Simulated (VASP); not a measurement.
Here is a VASP 6.6.1 calculation.

Contents of INCAR:

```
SYSTEM = Zr16O33
PREC = Accurate
ENCUT = 520
EDIFF = 1E-6
ISMEAR = 0
SIGMA = 0.01
LREAL = Auto
LASPH = .True.
NELM = 120
ALGO = Normal
ISIF = 2
LWAVE = .False.
LCHARG = .False.
GGA = PE
NBANDS = 225
GGA_COMPAT = .False.
```

Contents of KPOINTS:

```
Automatic mesh
0
Gamma
  2 2 2
  0.5 0.5 0.5
```

File POSCAR:

```
Zr16O33
1.0
    7.2420009745      0.0000000000      5.2824377893
    0.0000000000     -7.2420009745     -5.2824377893
    0.0000000000      7.2420009745     -5.2824377893
Zr O
16 33
Direct
    0.5000000000      0.5000000000      0.0000000000
    0.4901991692      0.2420392953      0.2420392953
    0.5098008308      0.7518401260      0.7518401260
    0.5000000000      0.0000000000      0.5000000000
    0.0000000000      0.2579607047      0.7481598740
    0.0000000000      0.4706335238      0.4706335238
    0.0000000000      0.0293664762      0.0293664762
    0.0000000000      0.7481598740      0.2579607047
    0.2605013540      0.5105013540      0.2500000000
    0.2605013540      0.2500000000      0.5105013540
    0.2307063592      0.7500000000     -0.0192936408
    0.2307063592     -0.0192936408      0.7500000000
    0.7394986460      0.2500000000     -0.0105013540
    0.7692936408      0.5192936408      0.7500000000
    0.7394986460     -0.0105013540      0.2500000000
    0.7692936408      0.7500000000      0.5192936408
    0.0000000000      0.4573213173      0.2243710912
    0.0000000000      0.2243710912      0.4573213173
    0.0000000000      0.7005255596      1.0057614032
    0.0000000000      1.0057614032      0.7005255596
    0.4813834754      0.2056659716      0.9584317580
    0.5186165246      0.4770482826      0.7242824962
    0.4813834754      0.9584317580      0.2056659716
    0.5186165246      0.7242824962      0.4770482826
    0.0000000000      0.2323592381      0.9682456975
    0.0000000000      0.9682456975      0.2323592381
    0.0000000000      0.4787303476      0.7074590756
    0.0000000000      0.7074590756      0.4787303476
    0.5397709919      0.9856368594      0.7327117240
    0.4602290081      0.1929407321      0.4458658676
    0.5397709919      0.7327117240      0.9856368594
    0.4602290081      0.4458658676      0.1929407321
    0.2472342136      0.5415682420      0.0229517174
    0.2329502261      0.2756289088      0.2756289088
    0.3052358436      0.7994744404      0.7994744404
    0.2472342136      0.0229517174      0.5415682420
    0.7527657864      0.2943340284      0.7757175038
    0.6947641564      0.4942385968      0.4942385968
    0.7670497739      0.0426786827      0.0426786827
    0.7527657864      0.7757175038      0.2943340284
    0.2641135406      0.5317543025      0.5317543025
    0.2529251355      0.3070592679      0.7672882760
    0.2529251355      0.7672882760      0.3070592679
    0.2287287280      0.0212696524      0.0212696524
    0.7358864594      0.2676407619      0.2676407619
    0.7470748645      0.5143631406      0.0541341324
    0.7470748645      0.0541341324      0.5143631406
    0.7712712720      0.7925409244      0.7925409244
    0.0000000000      0.7500000000      0.7500000000
```

Potentials or basis: VASP PAW PBE potentials, release 64 (Zr_sv, O).

Run with:

```sh
$ cat potpaw_PBE.64/Zr_sv/POTCAR potpaw_PBE.64/O/POTCAR > POTCAR
$ mpirun -np 1 vasp_std > vasp.out
```

(1) Estimate the largest force.

(2) Predict the pressure.

Answers

(1) 0.027 eV/Å.

(2) 4.4 GPa.

Caveat: the k points lie up to 0.43 Å⁻¹ apart; the cell differs from its parent crystal (with an interstitial atom, then relaxed in part).
